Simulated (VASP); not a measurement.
# Cu (Fm-3m) in VASP: settings compared

Aim: see how the results for Cu move with the level of theory and the settings. Levels: PBEsol, PBE0. Tasks: single point.

All numbers are computed with VASP 6.6.1; they aren't measurements. Logs are shortened: lines on timing, memory, paths and dates and some standing lists are left out, and cuts for length are marked.

### Step 1. The cell of the first run

The structure is cubic, space group Fm-3m (No. 225). The conventional cell has a = 3.453 Å, b = 3.453 Å, c = 3.453 Å, α = 90.00°, β = 90.00°, γ = 90.00°. Cu (site symmetry m-3m) has 12 Cu at 2.44 Å within 3.2 Å.

### Step 2. Single point, PBEsol

INCAR reads:

```
ALGO = Normal ; EDIFF = 1E-6
ENCUT = 820 ; GGA = PS
GGA_COMPAT = False ; ISIF = 2
ISMEAR = -1 ; LASPH = True
LCHARG = False ; LREAL = False
LWAVE = False ; NBANDS = 16
NELM = 120 ; PREC = Accurate
SIGMA = 0.05
```

KPOINTS reads:

```
k-points
0
Gamma
  13 13 13
```

POSCAR reads:

```
Cu
1.0
    0.0000000000      1.7266427195      1.7266427195
    1.7266427195      0.0000000000      1.7266427195
    1.7266427195      1.7266427195      0.0000000000
Cu
1
Direct
    0.0000000000      0.0000000000      0.0000000000
```

Potentials or basis: VASP PAW PBE potentials, release 64 (Cu_sv_GW).

On the command line:

```sh
> cat potpaw_PBE.64/Cu_sv_GW/POTCAR > POTCAR
> mpirun -np 1 vasp_std > vasp.out
```

OUTCAR:

```text
EDIFF = 1E-6
   ENCUT = 820
   GGA = PS
   ISIF = 2
   ISMEAR = -1
   LASPH = True
   LREAL = False
   NELM = 120
   PREC = Accurate

 ion  position               nearest neighbor table
   1  0.000  0.000  0.000-

  LATTYP: Found a face centered cubic cell.
 ALAT       =     3.4532854390

  Lattice vectors:

 A1 = (   0.0000000000,   1.7266427195,   1.7266427195)
 A2 = (   1.7266427195,   0.0000000000,   1.7266427195)
 A3 = (   1.7266427195,   1.7266427195,   0.0000000000)

Analysis of symmetry for initial positions (statically):
=====================================================================
 Subroutine PRICEL returns:
 Original cell was already a primitive cell.

 Routine SETGRP: Setting up the symmetry group for a
 face centered cubic supercell.

 Subroutine GETGRP returns: Found 48 space group operations
 (whereof 48 operations were pure point group operations)
 out of a pool of 48 trial point group operations.

The static configuration has the point symmetry O_h .

Analysis of symmetry for dynamics (positions and initial velocities):
=====================================================================
 Subroutine PRICEL returns:
 Original cell was already a primitive cell.

 Routine SETGRP: Setting up the symmetry group for a
 face centered cubic supercell.

 Subroutine GETGRP returns: Found 48 space group operations
 (whereof 48 operations were pure point group operations)
 out of a pool of 48 trial point group operations.

The dynamic configuration has the point symmetry O_h .

 Subroutine INISYM returns: Found 48 space group operations
 (whereof 48 operations are pure point group operations),
 and found     1 'primitive' translations

----------------------------------------------------------------------------------------

                                     Primitive cell

  volume of cell :      10.2953

  direct lattice vectors                    reciprocal lattice vectors
     0.000000000  1.726642720  1.726642720    -0.289579306  0.289579306  0.289579306
     1.726642720  0.000000000  1.726642720     0.289579306 -0.289579306  0.289579306
     1.726642720  1.726642720  0.000000000     0.289579306  0.289579306 -0.289579306

  length of vectors
     2.441841551  2.441841551  2.441841551     0.501566070  0.501566070  0.501566070

  position of ions in fractional coordinates (direct lattice)
     0.000000000  0.000000000  0.000000000

  ion indices of the primitive-cell ions
   primitive index   ion index
                 1           1

----------------------------------------------------------------------------------------

 KPOINTS: k-points

Automatic generation of k-mesh.
 Grid dimensions read from file:
 generate k-points for:   13   13   13

 Generating k-lattice:

  Cartesian coordinates                     Fractional coordinates (reciprocal lattice)
    -0.022275331  0.022275331  0.022275331     0.076923077  0.000000000  0.000000000
     0.022275331 -0.022275331  0.022275331     0.000000000  0.076923077  0.000000000
     0.022275331  0.022275331 -0.022275331     0.000000000  0.000000000  0.076923077

  Length of vectors
     0.038582005  0.038582005  0.038582005

  Shift w.r.t. Gamma in fractional coordinates (k-lattice)
     0.000000000  0.000000000  0.000000000

 Subroutine IBZKPT returns following result:
 ===========================================

 Found     84 irreducible k-points:

 Following reciprocal coordinates:
            Coordinates               Weight
  0.000000  0.000000  0.000000      1.000000
  0.076923  0.000000  0.000000      8.000000
  0.153846  0.000000  0.000000      8.000000
  0.230769  0.000000  0.000000      8.000000
  0.307692  0.000000  0.000000      8.000000
  0.384615  0.000000  0.000000      8.000000
[... 16 lines left out ...]
  0.384615  0.153846  0.000000     24.000000
  0.461538  0.153846  0.000000     24.000000
 [... further k-points ...]
   k-points           NKPTS =     84   k-points in BZ     NKDIM =     84   number of bands    NBANDS=     16
   number of dos      NEDOS =    301   number of ions     NIONS =      1
   total plane-waves  NPLWV =  13824
   dimension x,y,z NGX =    24 NGY =   24 NGZ =   24
   dimension x,y,z NGXF=    48 NGYF=   48 NGZF=   48
   ions per type =               1
   NGX,Y,Z   is equivalent  to a cutoff of  16.34, 16.34, 16.34 a.u.
   NGXF,Y,Z  is equivalent  to a cutoff of  32.68, 32.68, 32.68 a.u.
 SYSTEM =  unknown system
   PREC   = accura    normal or accurate (medium, high low for compatibility)
   ISTART =      0    job   : 0-new  1-cont  2-samecut
   ICHARG =      2    charge: 1-file 2-atom 10-const
   ISPIN  =      1    spin polarized calculation?
   LNONCOLLINEAR =      F non collinear calculations
   LSORBIT =      F    spin-orbit coupling
   LASPH  =      T    aspherical Exc in radial PAW
   ENCUT  =  820.0 eV  60.27 Ry    7.76 a.u.   5.70  5.70  5.70*2*pi/ulx,y,z
   NELM   =    120;   NELMIN=  2; NELMDL= -5     # of ELM steps
   EDIFF  = 0.1E-05   stopping-criterion for ELM
   LREAL  =      F    real-space projection
[... 7 lines left out ...]
   TEBEG  =    0.0;   TEEND  =   0.0 temperature during run
   PSTRESS=    0.0 pullay stress
   NELECT =      19.0000    total number of electrons
   NUPDOWN=      -1.0000    fix difference up-down
   EMIN   =  10.00;   EMAX   =-10.00  energy-range for DOS
   EFERMI =   0.00;   METHOD = LEGACY
   ISMEAR =    -1;   SIGMA  =   0.05  broadening in eV -4-tet -1-fermi 0-gaus
   EFERMI_NEDOS =   21; number of points for ismear=-14 and -15
   IALGO  =     38    algorithm
   IMIX   =      4    mixing-type and parameters
     AMIX     =   0.40;   BMIX     =  1.00
     AMIX_MAG =   1.60;   BMIX_MAG =  1.00
  volume/ion in A,a.u.               =      10.30        69.48
  Fermi-wavevector in a.u.,A,eV,Ry     =   2.008076  3.794714 54.863732  4.032371
  Thomas-Fermi vector in A             =   3.021649
   LORBIT       =      0    0 simple, 1 ext, 2 COOP (PROOUT), +10 PAW based schemes
   GGA     = PS    functional components
   LHFCALC =     F    Hartree Fock is set to
   AEXX    =    0.0000 exact exchange contribution
   IVDW    =     0    specifies the selected vdW correction
   LEPSILON=     F    determine dielectric tensor
   LRPA    =     F    only Hartree local field effects (RPA)
 non-spin polarized calculation
  energy-cutoff  :      820.00
  volume of cell :       10.30
 maximum number of plane-waves:       561
   NGX = 11   NGY = 11   NGZ = 11

 number of electron      19.0000004 magnetization

 Free energy of the ion-electron system (eV)
  ---------------------------------------------------
  ext. energy  EPLUGINS =         0.00000000
  ---------------------------------------------------
  free energy    TOTEN  =        -4.33212342 eV

  energy without entropy =       -4.32928828  energy(sigma->0) =       -4.33070585

 E-fermi :   9.4101     XC(G=0): -14.4618

 val. band max:        9.2531486552   @ k =   0.4615   0.2308   0.0000
 cond. band min:       9.4403288740   @ k =   0.4615   0.3077   0.0000
 fundamental gap:      0.1871802187
 Fermi energy:         9.4100732625

 k-point     1 :       0.0000    0.0000    0.0000
  band No.  band energies     occupation
      1    -103.4077      2.00000
      2     -60.8289      2.00000
      3     -60.8289      2.00000
      4     -60.8289      2.00000
      5      -1.3372      2.00000
      6       5.7497      2.00000
[... 8 lines left out ...]
     15      39.1344      0.00000
     16      39.1344      0.00000

 k-point     2 :       0.0769    0.0000    0.0000
  band No.  band energies     occupation
      1    -103.4060      2.00000
      2     -60.8394      2.00000
      3     -60.8304      2.00000
      4     -60.8304      2.00000
      5      -1.0994      2.00000
      6       5.6912      2.00000
[... 8 lines left out ...]
     15      40.0554      0.00000
     16      40.0554      0.00000

 k-point     3 :       0.1538    0.0000    0.0000
  band No.  band energies     occupation
      1    -103.4020      2.00000
      2     -60.8694      2.00000
      3     -60.8349      2.00000
      4     -60.8349      2.00000
      5      -0.4046      2.00000
      6       5.5472      2.00000
[... 8 lines left out ...]
     15      40.9344      0.00000
     16      41.3741      0.00000

 k-point     4 :       0.2308    0.0000    0.0000
  band No.  band energies     occupation
      1    -103.3958      2.00000
      2     -60.9106      2.00000
      3     -60.8409      2.00000
      4     -60.8409      2.00000
      5       0.6746      2.00000
      6       5.4173      2.00000
[... 8 lines left out ...]
     15      40.3984      0.00000
     16      40.3985      0.00000

 k-point     5 :       0.3077    0.0000    0.0000
  band No.  band energies     occupation
      1    -103.3894      2.00000
      2     -60.9544      2.00000
      3     -60.8476      2.00000
      4     -60.8476      2.00000
      5       1.9312      2.00000
      6       5.5155      2.00000
[... 8 lines left out ...]
     15      38.5675      0.00000
     16      38.5675      0.00000

 k-point     6 :       0.3846    0.0000    0.0000
  band No.  band energies     occupation
      1    -103.3838      2.00000
      2     -60.9902      2.00000
      3     -60.8528      2.00000
      4     -60.8528      2.00000
      5       2.8797      2.00000
      6       5.7813      2.00000
[... 8 lines left out ...]
     15      37.1228      0.00000
     16      37.1228      0.00000
[... 267 lines left out ...]
 k-point    21 :       0.2308    0.1538    0.0000
  band No.  band energies     occupation
      1    -103.3954      2.00000
      2     -60.8948      2.00000
      3     -60.8515      2.00000
      4     -60.8500      2.00000
      5       0.6921      2.00000
      6       5.1631      2.00000
[... 8 lines left out ...]
     15      37.0308      0.00000
     16      43.8057      0.00000

 k-point    22 :       0.3077    0.1538    0.0000
  band No.  band energies     occupation
      1    -103.3895      2.00000
      2     -60.9306      2.00000
      3     -60.8586      2.00000
      4     -60.8572      2.00000
      5       1.7908      2.00000
      6       5.0264      2.00000
[... 8 lines left out ...]
     15      38.4350      0.00000
     16      42.9891      0.00000

 k-point    23 :       0.3846    0.1538    0.0000
  band No.  band energies     occupation
      1    -103.3837      2.00000
      2     -60.9647      2.00000
      3     -60.8663      2.00000
      4     -60.8635      2.00000
      5       2.9098      2.00000
      6       5.0628      2.00000
[... 8 lines left out ...]
     15      41.3444      0.00000
     16      42.2962      0.00000

 k-point    24 :       0.4615    0.1538    0.0000
  band No.  band energies     occupation
      1    -103.3797      2.00000
      2     -60.9901      2.00000
      3     -60.8756      2.00000
      4     -60.8658      2.00000
      5       3.5678      2.00000
      6       5.2552      2.00000
[... 8 lines left out ...]
     15      41.6397      0.00000
     16      41.7239      0.00000

 [... further k-points ...]
[... 5 lines left out ...]
  --------------------------------------------------------------------------------------
  -------------------------------------------------------------------------------------
  Total        1.2031719      1.2031719      1.2031719      0.0000000      0.0000000      0.0000000
  in kB      187.2409516    187.2409516    187.2409516      0.0000000      0.0000000      0.0000000
  external PRESSURE =     187.2409516 kB  Pullay stress =       0.0000000 kB

 VOLUME and BASIS-vectors are now :
 -----------------------------------------------------------------------------
  energy-cutoff  :      820.00
  volume of cell :       10.30
      direct lattice vectors                 reciprocal lattice vectors
     0.000000000  1.726642720  1.726642720    -0.289579306  0.289579306  0.289579306
     1.726642720  0.000000000  1.726642720     0.289579306 -0.289579306  0.289579306
     1.726642720  1.726642720  0.000000000     0.289579306  0.289579306 -0.289579306

 POSITION                                       TOTAL-FORCE (eV/Angst)
 -----------------------------------------------------------------------------------
      0.00000      0.00000      0.00000         0.000000      0.000000      0.000000
 -----------------------------------------------------------------------------------
    total drift:                               -0.000000     -0.000000     -0.000000

  FREE ENERGIE OF THE ION-ELECTRON SYSTEM (eV)
  ---------------------------------------------------
  free  energy   TOTEN  =        -4.3321234176 eV

  energy  without entropy=       -4.3292882751  energy(sigma->0) =       -4.33070585
```

It took 22 s on 1 thread of AMD EPYC 7R13 (Zen 3), shared host; peak memory 0.14 GiB.

Results:

- Free energy: -4.3321 eV
- Pressure: 18.7 GPa
- Band gap on the k mesh: zero (an odd number of electrons rules out a gap without spin polarisation)

Caveat: the cell stands under pressure; the PAW data sets were made with another functional, which shifts forces and pressure a little.

### Step 3. Single point, PBE0

This run uses another cell than the first one, of 11.34 Å³/atom.

POSCAR reads:

```
Cu
1.0
    0.0000000000      1.7830713297      1.7830713297
    1.7830713297      0.0000000000      1.7830713297
    1.7830713297      1.7830713297      0.0000000000
Cu
1
Direct
    0.0000000000      0.0000000000      0.0000000000
```

INCAR.step1 reads:

```
SYSTEM = Cu
PREC     = Accurate       ! precision mode
ENCUT    = 520            ! plane-wave cutoff, eV
EDIFF    = 1E-5           ! SCF threshold, eV
ISMEAR   = -1             ! smearing method
SIGMA    = 0.05           ! smearing width, eV
LREAL    = .FALSE.        ! projectors in reciprocal space
LASPH    = .TRUE.         ! aspherical terms in the spheres
NELM     = 120            ! most SCF steps
ALGO     = Normal         ! electronic algorithm
ISIF     = 2              ! what is computed and relaxed
LWAVE    = .TRUE.         ! write WAVECAR
LCHARG   = .FALSE.        ! write CHGCAR
NBANDS   = 12             ! bands
GGA      = PE             ! functional
GGA_COMPAT= .FALSE.
```

INCAR.step2 reads:

```
SYSTEM = Cu
PREC     = Accurate       ! precision mode
ENCUT    = 520            ! plane-wave cutoff, eV
EDIFF    = 1E-6           ! SCF threshold, eV
ISMEAR   = -1             ! smearing method
SIGMA    = 0.05           ! smearing width, eV
LREAL    = .FALSE.        ! projectors in reciprocal space
LASPH    = .TRUE.         ! aspherical terms in the spheres
NELM     = 120            ! most SCF steps
ALGO     = Normal         ! electronic algorithm
ISIF     = 2              ! what is computed and relaxed
LWAVE    = .FALSE.        ! write WAVECAR
LCHARG   = .FALSE.        ! write CHGCAR
GGA      = PE             ! functional
LHFCALC  = .TRUE.         ! exact exchange
AEXX     = 0.25           ! exact-exchange fraction
PRECFOCK = Normal       
NBANDS   = 12             ! bands
ISTART   = 1            
GGA_COMPAT= .FALSE.
```

KPOINTS reads:

```
Automatic mesh
0
G
  8 8 8
  0 0 0
```

Potentials or basis: VASP PAW PBE potentials, release 64 (Cu).

On the command line:

```sh
> cat potpaw_PBE.64/Cu/POTCAR > POTCAR
> cp INCAR.step1 INCAR
> mpirun -np 1 vasp_std > vasp.out
> cp INCAR.step2 INCAR
> mpirun -np 1 vasp_std > vasp.out
```

It took 64 min on 1 thread of AMD EPYC 7R43 (Zen 3), shared host; peak memory 0.1 GiB.

Results (log left out):

```
Free energy            : -3.8046 eV
Pressure               : 8.8 GPa
Band gap on the k mesh : zero (an odd number of electrons rules out a gap without spin polarisation)
```

Levels at points of the mesh, in eV from the Fermi level:
```
           k point  band 2  band 3  band 4  band 5  band 6  band 7  band 8  band 9  band 10  band 11
(0.00, 0.00, 0.00)   -4.44   -4.44   -4.44   -3.56   -3.56   25.09   28.42   28.42    28.42    31.13
(0.50, 0.00, 0.00)   -4.51   -4.51   -2.76   -2.76   -0.85    5.63   23.48   25.35    25.35    28.23
(0.50, 0.50, 0.00)   -6.03   -2.89   -2.54   -2.54    2.83    9.35   15.63   15.63    20.42    23.56
```

Caveat: the k points lie up to 0.38 Å⁻¹ apart, too coarse for converged energies and pressures of a metal; the PAW data sets were made with another functional, which shifts forces and pressure a little.

The gap in the log of VASP goes by the Fermi energy; the results here count the filled bands.